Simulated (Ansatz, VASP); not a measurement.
**One calculation of KNb3O, two programs**

```
K Nb O
1.0
     4.43352    0.00000    0.00000
     0.00000    4.43352    0.00000
     0.00000    0.00000    4.43352
K Nb O
1 3 1
Direct
  0.00000 0.00000 0.00000
  0.50000 0.50000 0.00000
  0.50000 0.00000 0.50000
  0.00000 0.50000 0.50000
  0.50000 0.50000 0.50000
```

Change from the starting cell: species swapped into the InNi3N type (Pm-3m, No. 221).

Alike in both runs: functional PBE; k mesh 8 × 8 × 8; occupations gaussian, width 0.1 eV; no spin polarisation.

Ansatz relaxed the structure, and its values are those at the end. VASP's run is a single point on that final structure, the one shown.

|  | VASP | Ansatz |
| --- | --- | --- |
| version | VASP 6.6.1 | Ansatz 0.2.0 |
| potentials or method | VASP PAW PBE potentials, release 64 (K_sv, Nb_sv, O), cutoff 520 eV | scalar-relativistic, plane waves, PAW |
| valence electrons in the cell | 54 | 54 |

|  | VASP | Ansatz | Ansatz less VASP |
| --- | --- | --- | --- |
| gap on the k mesh at the Fermi level (eV) | none | none | - |
| pressure (GPa) | 0.0 | 0.0 | 0.00 |

A gap of «none» marks a metal or a gap that the smearing closes.
